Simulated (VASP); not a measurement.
Wanted: the native input for a VASP 6.6.1 run.

```
Task                   : relaxation of cell and atoms
Functional             : r2SCAN
Potentials or basis    : VASP PAW PBE potentials, release 64 (Cu, Ru_pv)
Cutoff                 : 600 eV
k mesh                 : 6 × 6 × 6
Occupations            : gaussian, width 0.1 eV
Spin                   : no spin polarisation
Dipole correction      : no
Further INCAR settings : ALGO = Normal; EDIFF = 1e-07; IBRION = 2; EDIFFG = -0.04; NSW = 90; ISIF = 3
```

CuRu2:

```
Cu Ru
1.0
     0.00000    2.66601    2.66601
     2.66601    0.00000    2.66601
     2.66601    2.66601    0.00000
Cu Ru
1 2
Direct
  0.00000 0.00000 0.00000
  0.25000 0.25000 0.25000
  0.75000 0.75000 0.75000
```

The input as run:

POSCAR

```
CuRu2
1.0
    0.0000000000      2.6660126658      2.6660126658
    2.6660126658      0.0000000000      2.6660126658
    2.6660126658      2.6660126658      0.0000000000
Cu Ru
1 2
Direct
    0.0000000000      0.0000000000      0.0000000000
    0.2500000000      0.2500000000      0.2500000000
    0.7500000000      0.7500000000      0.7500000000
```

INCAR.step1

```
  PREC = Accurate
  ENCUT = 600
  ISMEAR = 0
  SIGMA = 0.1
  LREAL = F
  LASPH = T
  NELM = 60
  GGA = PE
  ALGO = Normal
  EDIFF = 1E-4
  LWAVE = T
  LCHARG = F
```

INCAR.step2

```
  PREC = Accurate
  ENCUT = 600
  EDIFF = 1E-7
  ISMEAR = 0
  SIGMA = 0.1
  LREAL = F
  LASPH = T
  NELM = 60
  ALGO = Normal
  ISIF = 3
  LWAVE = F
  LCHARG = F
  METAGGA = R2SCAN
  LMIXTAU = T
  IBRION = 2
  NSW = 90
  EDIFFG = -0.04
  ISTART = 1
```

KPOINTS

```
Automatic mesh
0
Gamma
  6 6 6
```

Potentials or basis: VASP PAW PBE potentials, release 64 (Cu, Ru_pv).

Launch:

```sh
$ cat potpaw_PBE.64/Cu/POTCAR potpaw_PBE.64/Ru_pv/POTCAR > POTCAR
$ cp INCAR.step1 INCAR
$ mpirun -np 1 vasp_std > vasp.out
$ cp INCAR.step2 INCAR
$ mpirun -np 1 vasp_std > vasp.out
```

It gave:

* Relaxed volume: 14.72 Å³/atom
* Relaxed cell: a = 3.968 Å, b = 3.968 Å, c = 3.968 Å, α = 60.00°, β = 60.00°, γ = 60.00°
* Space group after relaxing (to 0.1 Å): Fm-3m (No. 225)
* Pressure after relaxing: 0.0 GPa
* Band gap on the k mesh: zero (an odd number of electrons rules out a gap without spin polarisation)

Caveat: the volume moved by over 15 % at a fixed basis, so the end points are rough; the PAW data sets were made with another functional, which shifts forces and pressure a little.

It took 16 min on 1 thread of Intel Xeon 8259CL, with other jobs on the host, peak memory 0.19 GiB.
